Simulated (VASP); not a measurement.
Runs of VASP 6.6.1 on ZnS. The structure is that of space group F-43m (No. 216), or close to it. The cells are those of the table. 

```tsv
task	cell	gap on the mesh (eV)	pressure (GPa)
single point	a = 3.850 Å, angles 60.0°, 2 atoms	2.01	(a)
single point	a = 3.784 Å, angles 60.0°, 2 atoms	2.24	4.2
relaxation of cell and atoms	relaxed to 4 GPa from a = 3.821 Å, angles 60.0°, 2 atoms	(b)	4.0
relaxation of cell and atoms	relaxed to 6 GPa from a = 3.821 Å, angles 60.0°, 2 atoms	2.33	6.0
single point	a = 3.732 Å, angles 60.0°, 2 atoms	2.43	8.2
```

Alike in all rows: level PBE; potentials or basis VASP PAW PBE potentials, release 64 (Zn, S); no spin polarisation; k mesh 5 × 5 × 5; cutoff (eV) 500; smearing gaussian 0.01 eV.

Problem. Estimate the missing entries.

Solution. (a) 0.2; (b) 2.23.

Caveats: the cell is relaxed towards a set pressure, so the enthalpy falls and the energy may rise (some runs).

